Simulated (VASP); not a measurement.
Runs of VASP 6.6.1 on AlNi. The structure is that of space group Pm-3m (No. 221), or close to it. The cells are those of the table. 

```csv
level,spin,U,cell,k mesh,pressure (GPa),moment (μB)
PBE+U,"non-collinear, typed start, SOC",Ni d U = 8.0 eV,"a = 2.893 Å, 2 atoms","12 × 12 × 12, shifted",(a),0.00
PBE,"non-collinear, typed start, SOC",-,"a = 2.893 Å, 2 atoms","12 × 12 × 12, shifted",0.0,0.00
PBE,"collinear, ferromagnetic start",-,"a = 2.891 Å, 2 atoms",8 × 8 × 8,0.5,0.00
PBE,"non-collinear, typed start, SOC",-,"a = 2.893 Å, 2 atoms",12 × 12 × 12,0.0,0.00
```

Alike in all rows: task single point; potentials or basis VASP PAW PBE potentials, release 64 (Al, Ni); cutoff (eV) 520; smearing gaussian 0.05 eV.

Fill in the values left out.

(a) -9.9.

Caveats: the cell stands under tension (at least some runs); the U is typed as a test and isn't derived for this compound (at least some runs); the moments typed at the start vanished in this run (at least some runs).
